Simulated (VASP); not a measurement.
**Ag: single point with PBEsol**

The system is Ag.

```
Ag
1.0
     0.00000    3.01899    3.01899
     3.01899    0.00000    3.01899
     3.01899    3.01899    0.00000
Ag
2
Direct
  0.87500 0.87500 0.87500
  0.12500 0.12500 0.12500
```

This isn't the form of Ag at room conditions, which is fcc.

```yaml
Program: VASP 6.6.1
Task: single point
Functional: PBEsol
Potentials_or_basis: VASP PAW PBE potentials, release 64 (Ag)
Cutoff: 520 eV
k_mesh: 13 × 13 × 13
Occupations: fermi-dirac, width 0.08 eV
Spin: no spin polarisation
Dipole_correction: no
k_mesh_for_the_DOS: 20 × 20 × 20
Occupations_for_the_DOS: tetrahedron
Further_INCAR_settings: ALGO = Normal; EDIFF = 1e-06; NBANDS = 18
```

| Property | Result |
| --- | --- |
| Valence electrons inside the program's atomic spheres | Ag 9.85 |

Levels at points of the mesh, in eV from the Fermi level:
```tsv
k point	band 8	band 9	band 10	band 11	band 12	band 13	band 14	band 15
(0.00, 0.00, 0.00)	-3.24	-3.24	-2.56	-2.56	9.05	9.05	9.05	9.72
(0.50, 0.00, 0.00)	-3.09	-2.63	-2.63	-0.81	-0.77	6.47	6.47	9.38
(0.50, 0.50, 0.00)	-3.55	-2.51	-2.51	0.17	0.17	3.56	3.56	7.32
```

Run time: 66 s on 1 thread of Intel(R) Xeon(R) Platinum 8559C (Emerald Rapids), with other jobs on the host, peak memory 0.32 GiB.
